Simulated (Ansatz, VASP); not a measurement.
One calculation of Sc, two programs

```
Sc
1.0
     3.26420    0.00000    0.00000
    -1.63210    2.82688    0.00000
     0.00000    0.00000    5.02500
Sc
2
Direct
  0.33333 0.66667 0.25000
  0.66667 0.33333 0.75000
```

Alike in both runs: task single point; functional PBE; k mesh 15 × 15 × 10; occupations gaussian, width 0.15 eV; no spin polarisation.

```csv
,VASP,Ansatz
version,VASP 6.6.1,Ansatz 0.2.0
potentials or method,"VASP PAW PBE potentials, release 64 (Sc_sv), cutoff 520 eV","scalar-relativistic, plane waves, PAW"
valence electrons in the cell,22,22
```

```tsv
	VASP	Ansatz	Ansatz less VASP
gap on the k mesh at the Fermi level (eV)	none	none	-
pressure (GPa)	3.7	3.7	-0.05
traceless stress, the component that is largest in VASP (GPa)	0.50	0.50	-0.006
```

A gap of «none» marks a metal or a gap that the smearing closes. With one functional, cell and mesh, what is left measures potentials, basis and numerics.
